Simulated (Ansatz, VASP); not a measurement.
BiTe in VASP and in Ansatz

```
Bi Te
1.0
     2.42271    1.39875    3.31729
    -2.42271    1.39875    3.31729
     0.00000   -2.79750    3.31729
Bi Te
1 1
Direct
  0.50000 0.50000 0.50000
  0.98847 0.98847 0.01153
```

Change from the starting cell: all Te atoms moved +0.075 Å, as atom 2 towards its neighbour atom 1 (Bi) at 3.252 Å.

Alike in both runs: task single point; functional PBEsol; k mesh 12 × 12 × 12; occupations gaussian, width 0.15 eV; no spin polarisation.

|  | VASP | Ansatz |
| --- | --- | --- |
| version | VASP 6.6.1 | Ansatz 0.2.0 |
| potentials or method | VASP PAW PBE potentials, release 64 (Bi_d, Te), cutoff 520 eV | scalar-relativistic, plane waves, PAW |
| valence electrons in the cell | 21 | 31 |

|  | VASP | Ansatz | Ansatz less VASP |
| --- | --- | --- | --- |
| gap on the k mesh at the Fermi level (eV) | none | none | - |
| pressure (GPa) | -2.4 | -2.4 | +0.02 |
| traceless stress, the component that is largest in VASP (GPa) | 0.13 | 0.13 | +0.002 |
| rms of the force components (eV/Å) | 0.079 | 0.078 | -0.0010 |

VASP's potentials were made for PBE, not for PBEsol. Atom by atom the forces differ by 0.001 eV/Å (rms over components). A gap of «none» marks a metal or a gap that the smearing closes. VASP's potentials hold 21 valence electrons a cell and Ansatz's 31, so a difference there can come from the potentials and not from the codes.

Neither program's run includes spin-orbit coupling.
